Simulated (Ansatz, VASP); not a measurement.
## CsI in VASP and in Ansatz

INCAR

```
SYSTEM = CsI
PREC = Accurate
ENCUT = 500
EDIFF = 1E-6
ISMEAR = -1
SIGMA = 0.01
LREAL = .FALSE.
LASPH = .TRUE.
NELM = 120
ALGO = Normal
ISIF = 2
LWAVE = .FALSE.
LCHARG = .FALSE.
GGA = CA
NBANDS = 15
GGA_COMPAT = .FALSE.
```

KPOINTS

```
Automatic mesh
0
G
  7 7 7
  0 0 0
```

POSCAR

```
CsI
1.0
    4.4753660000      0.0000000000      0.0000000000
    0.0000000000      4.4753660000      0.0000000000
    0.0000000000      0.0000000000      4.5667000000
Cs I
1 1
Direct
    0.0000000000      0.0000000000      0.0000000000
    0.5000000000      0.5000000000      0.5000000000
```

Input for Ansatz:

```yaml
crystal:
  lattice:
    - [4.475366, 0.0, 0.0]
    - [0.0, 4.475366, 0.0]
    - [0.0, 0.0, 4.5667]
  atoms:
    - { symbol: Cs, position: [0.0, 0.0, 0.0] }
    - { symbol: I, position: [0.5, 0.5, 0.5] }
kpoints:
  mp_grid: { grid: [7, 7, 7] }
  band_path:
    path:
      - [0.0, 0.0, 0.0]
      - [0.0, 0.5, 0.0]
      - [0.5, 0.5, 0.0]
      - [0.0, 0.0, 0.0]
      - [0.0, 0.0, 0.5]
      - [0.0, 0.5, 0.5]
      - [0.5, 0.5, 0.5]
      - [0.0, 0.0, 0.5]
      - [0.0, 0.5, 0.0]
    npoints: 5
scf:
  occupations: { method: fermi_dirac, width: 0.01 }
hamiltonian:
  xc: lda
  pseudopotentials: { kind: all_electron, lapw: { basis_error: 0.00025 } }
output:
  forces: true
  stress: true
  eigenvalues: true
```

Change from the starting cell: equal xx and yy strain of -2 %.

Alike in both runs: task single point; functional LDA; k mesh 7 × 7 × 7; occupations fermi-dirac, width 0.01 eV; no spin polarisation.

```csv
,VASP,Ansatz
version,VASP 6.6.1,Ansatz 0.2.0
potentials or method,"VASP PAW LDA potentials, release 64 (Cs_sv, I), cutoff 500 eV","all-electron LAPW, scalar-relativistic"
```

|  | VASP | Ansatz | Ansatz less VASP |
| --- | --- | --- | --- |
| gap on the k mesh at the Fermi level (eV) | 3.66 | 3.65 | -0.006 |
| pressure (GPa) | -0.9 | -1.0 | -0.05 |
| traceless stress, the component that is largest in VASP (GPa) | -0.24 | -0.24 | 0.000 |

LDA's correlation is that of Perdew and Zunger in VASP and of Perdew and Wang (1992) in Ansatz. Ansatz ran all-electron here, and VASP with PAW potentials.

Neither program's run includes spin-orbit coupling.
